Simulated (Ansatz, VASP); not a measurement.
Ag: VASP beside Ansatz

Contents of INCAR:

```
AGGAC = 1.0 ; AGGAX = 1.0
ALDAC = 0.0 ; ALDAX = 1.0
ALGO = Normal ; EDIFF = 1E-7
EDIFFG = -0.01 ; ENCUT = 600
GGA = B5 ; IBRION = 2
ISIF = 3 ; ISMEAR = -1
LASPH = T ; LCHARG = F
LREAL = F ; LWAVE = F
NELM = 100 ; NSW = 60
PREC = Accurate ; SIGMA = 0.05
```

File KPOINTS:

```
k-points
0
Gamma
  11 11 11
```

File POSCAR:

```
Ag
1.0
   -1.6556540000      1.6556540000      1.6556540000
    1.6556540000     -1.6556540000      1.6556540000
    1.6556540000      1.6556540000     -1.6556540000
Ag
1
Direct
    0.0000000000      0.0000000000      0.0000000000
```

File input.yaml:

```yaml
crystal:
  lattice:
    - [-1.655654, 1.655654, 1.655654]
    - [1.655654, -1.655654, 1.655654]
    - [1.655654, 1.655654, -1.655654]
  atoms:
    - { symbol: Ag, position: [0.0, 0.0, 0.0] }
hamiltonian:
  xc: blyp
  pseudopotentials: { kind: paw }
kpoints:
  mp_grid: { grid: [11, 11, 11] }
scf:
  occupations: { method: fermi_dirac, width: 0.05 }
output:
  forces: true
  stress: true
  eigenvalues: true
relax:
  f_tol: 0.01
  max_steps: 40
  cell: { stress_tol: 0.05 }
```

Alike in both runs: task relaxation of cell and atoms; functional BLYP; k mesh 11 × 11 × 11; occupations fermi-dirac, width 0.05 eV; no spin polarisation.

```csv
,VASP,Ansatz
version,VASP 6.6.1,Ansatz 0.2.0
potentials or method,"VASP PAW PBE potentials, release 64 (Ag)",Ansatz PAW
plane-wave cutoff (eV),600,420
valence electrons in the cell,11,19
```

```tsv
	VASP	Ansatz	Ansatz less VASP
gap on the k mesh at the Fermi level, each at its own relaxed structure (eV)	none	none	-
relaxed volume (Å³/atom)	19.44	19.43	-0.012
relaxed cell length with the largest relative difference (Å)	2.934	2.933	-0.0006
```

VASP's potentials were made for PBE, not for BLYP. A gap of «none» marks a metal or a gap that the smearing closes. VASP's potentials hold 11 valence electrons a cell and Ansatz's 19, so a difference there can come from the potentials and not from the codes.

Noted on Ansatz's run: the plane-wave basis is chosen anew once the cell has moved, so the energies of steps on either side of that aren't comparable.
